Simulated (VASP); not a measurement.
Input of a VASP 6.6.1 run:

POSCAR

```
SnO2
1.0
    4.8070737530      0.0000000000      0.0000000000
    0.0000000000      4.8070737530      0.0000000000
    0.0000000000      0.0000000000      3.2325068141
Sn O
2 4
Direct
    0.0000000000      0.0000000000      0.0000000000
    0.5000000000      0.5000000000      0.5000000000
    0.3059109374      0.3059109374      0.0000000000
    0.1940890626      0.8059109374      0.5000000000
    0.6940890626      0.6940890626      0.0000000000
    0.8059109374      0.1940890626      0.5000000000
```

The input INCAR.step1:

```
PREC = Accurate
ENCUT = 600
ISMEAR = 0
SIGMA = 0.02
LREAL = F
LASPH = T
NELM = 80
GGA = PE
ALGO = Normal
EDIFF = 1E-4
LWAVE = T
LCHARG = F
```

File INCAR.step2:

```
PREC = Accurate
ENCUT = 600
EDIFF = 1E-7
ISMEAR = 0
SIGMA = 0.02
LREAL = F
LASPH = T
NELM = 80
ALGO = Normal
ISIF = 4
LWAVE = F
LCHARG = F
METAGGA = R2SCAN
LMIXTAU = T
IBRION = 2
NSW = 50
EDIFFG = -0.01
ISTART = 1
```

File KPOINTS:

```
regular mesh
0
Gamma
  6 6 8
```

Potentials or basis: VASP PAW PBE potentials, release 64 (Sn_d, O).

Run with:

```console
$ cat potpaw_PBE.64/Sn_d/POTCAR potpaw_PBE.64/O/POTCAR > POTCAR
$ cp INCAR.step1 INCAR
$ mpirun -np 1 vasp_std > vasp.out
$ cp INCAR.step2 INCAR
$ mpirun -np 1 vasp_std > vasp.out
```

(1) Predict the band gap on the k mesh.

## Answers

(1) 1.47 eV.

Caveat: spin-orbit coupling is left out, which moves the levels of the heavy elements.
